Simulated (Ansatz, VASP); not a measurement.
# Na2Ru in VASP and in Ansatz

```
Na Ru
1.0
     0.00000    3.54540    3.54540
     3.54540    0.00000    3.54540
     3.54540    3.54540    0.00000
Na Ru
2 1
Cartesian
  5.3181 5.3181 5.3181
  1.7727 1.7727 1.7727
  0.0000 0.0000 0.0000
```

Change from the starting cell: species swapped into the Ca2Pb type (Fm-3m, No. 225).

Alike in both runs: functional PBE; k mesh 12 × 12 × 12; occupations gaussian, width 0.1 eV; collinear spin.

Ansatz relaxed the structure, and its values are those at the end. VASP's run is a single point on that final structure, the one shown.

|  | VASP | Ansatz |
| --- | --- | --- |
| version | VASP 6.6.1 | Ansatz 0.2.0 |
| potentials or method | VASP PAW PBE potentials, release 64 (Na_pv, Ru_pv), cutoff 520 eV | scalar-relativistic, plane waves, PAW |
| valence electrons in the cell | 28 | 34 |

```tsv
	VASP	Ansatz	Ansatz less VASP
gap on the k mesh at the Fermi level (eV)	none	none	-
pressure (GPa)	0.0	0.0	+0.01
net moment per atom (μB)	0.69	0.69	0.000
size of the moment on the site where the two differ most (μB)	1.95	1.99	+0.041
```

Site moments also hang on the region over which each program counts them. A gap of «none» marks a metal or a gap that the smearing closes. VASP's potentials hold 28 valence electrons a cell and Ansatz's 34, so a difference there can come from the potentials and not from the codes.
